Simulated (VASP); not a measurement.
# Te2Mo: single point with PBEsol

The system is Te2Mo, a slab with vacuum.

```
CELL_PARAMETERS angstrom
3.49321 0.00000 0.00000
-1.74660 3.02521 0.00000
0.00000 0.00000 37.51612
ATOMIC_POSITIONS crystal
Te 0.22477 0.58720 0.85844
Te 0.33333 0.66667 0.23184
Te 0.66667 0.33333 0.67200
Te 0.66667 0.33333 0.04531
Te 0.66667 0.33333 0.76816
Te 0.66667 0.33333 0.14156
Te 0.33333 0.66667 0.95469
Te 0.33333 0.66667 0.32800
Mo 0.33333 0.66667 0.72002
Mo 0.33333 0.66667 0.09343
Mo 0.66667 0.33333 0.90657
Mo 0.66667 0.33333 0.27998
```

This cell differs from its parent crystal: atom 1 (Te) moved by -0.340 Å along x and +0.000 Å along [0 0 1].

- Program: VASP 6.6.1
- Task: single point
- Functional: PBEsol
- Potentials or basis: VASP PAW PBE potentials, release 64 (Te, Mo_sv)
- Cutoff: 520 eV
- k mesh: 9 × 9 × 1
- Occupations: gaussian, width 0.05 eV
- Spin: no spin polarisation

```json
{
  "Largest force": "2.914 eV/Å",
  "Band gap on the k mesh": "0.86 eV (least direct gap 1.08 eV)"
}
```

Forces in eV/Å, atoms in the order of the input:
```
Te   2.151  1.617 -1.117
Te   0.000  0.000 -0.035
Te   0.002  0.002 -0.031
Te   0.002  0.002 -0.034
Te  -0.025 -0.021  0.027
Te   0.000  0.000  0.033
Te  -0.001  0.070  0.066
Te   0.000  0.000  0.031
Mo  -0.016 -0.014 -0.001
Mo   0.001  0.001  0.000
Mo  -2.114 -1.656  1.059
Mo   0.000  0.000  0.003
```

Levels at points of the mesh, in eV from the valence-band top:
| k point | band 48 | band 49 | band 50 | band 51 | band 52 | band 53 | band 54 | band 55 | band 56 | band 57 |
| --- | --- | --- | --- | --- | --- | --- | --- | --- | --- | --- |
| (0.00, 0.00, 0.00) | -0.88 | -0.52 | -0.20 | -0.04 | 0.00 | 2.53 | 3.00 | 3.09 | 3.09 | 3.13 |

Run time: 17 min on 4 MPI ranks on Oxide Virtual Turin-like Processor (shared host), peak memory 1 GiB a rank.

Caveat: the cell differs from its parent crystal (atom 1 (Te) moved by -0.340 Å along x and +0.000 Å along [0 0 1]); there is no dipole correction, which matters where the two faces differ; the PAW data sets were made with another functional, which shifts forces and pressure a little; spin-orbit coupling is left out, which moves the levels of the heavy elements.
